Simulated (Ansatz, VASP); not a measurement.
**Two plane-wave programs on RbCl**

```xyz
2
Lattice="0.0000 3.3300 3.3300 3.3300 0.0000 3.3300 3.3300 3.3300 0.0000" Properties=species:S:1:pos:R:3 pbc="T T T"
Rb    0.0000    0.0000    0.0000
Cl    3.3300    3.3300    3.3300
```

Alike in both runs: functional revPBE; dispersion D3(BJ); k mesh 6 × 6 × 6; no spin polarisation.

Ansatz relaxed the structure, and its values are those at the end. VASP's run is a single point on that final structure, the one shown.

|  | VASP | Ansatz |
| --- | --- | --- |
| version | VASP 6.6.1 | Ansatz 0.2.0 |
| potentials or method | VASP PAW PBE potentials, release 64 (Rb_sv, Cl) | plane waves, PAW |
| plane-wave cutoff (eV) | 500 | 420 |
| occupations | gaussian, width 0.01 eV | fixed |
| valence electrons in the cell | 16 | 16 |

```csv
,VASP,Ansatz,Ansatz less VASP
pressure (GPa),0.0,0.0,+0.01
```

VASP's potentials were made for PBE, not for revPBE.
